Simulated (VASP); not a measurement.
AlNi3, 4 atoms in the cell. It takes space group I4mm (No. 107, tetragonal). Conventional cell: a = 3.958 Å, b = 3.958 Å, c = 5.597 Å, α = 90.00°, β = 90.00°, γ = 90.00°. Within 3.2 Å of Al (site symmetry 4mm) lie 14 Ni at 2.42 to 3.04 Å. Within 3.0 Å of Ni (site symmetry 2mm) lie 10 Ni at 2.29 to 2.80 Å and 4 Al at 2.42 Å. Within 3.1 Å of Ni (site symmetry 4mm) lie 8 Ni at 2.29 to 2.57 Å and 6 Al at 2.56 to 3.04 Å.  This cell differs from its parent crystal: atom 3 (Ni) moved +0.240 Å towards its neighbour atom 1 (Al) at 2.798 Å.

| Quantity | Value |
| --- | --- |
| Program | VASP 6.6.1 |
| Task | single point |
| Functional | PBEsol |
| Potentials or basis | VASP PAW PBE potentials, release 64 (Al, Ni) |
| Cutoff | 520 eV |
| k mesh | 14 × 14 × 14 |
| Occupations | gaussian, width 0.15 eV |
| Spin | no spin polarisation |
| Dipole correction | no |
| Further INCAR settings | ALGO = Fast; EDIFF = 1e-07; NBANDS = 24 |

Potentials or basis: VASP PAW PBE potentials, release 64 (Al, Ni).

Launch:

```bash
$ cat potpaw_PBE.64/Al/POTCAR potpaw_PBE.64/Ni/POTCAR > POTCAR
$ mpirun -np 1 vasp_std > vasp.out
```

Hardware: 1 thread of Intel(R) Xeon(R) 6975P-C (Granite Rapids) (shared host).

Q: How long does it take, and how much memory?

A: Run time: 2.6 min on 1 thread of Intel(R) Xeon(R) 6975P-C (Granite Rapids), on a shared host, peak memory 0.34 GiB. Counts: scf iterations 18, k points 244.
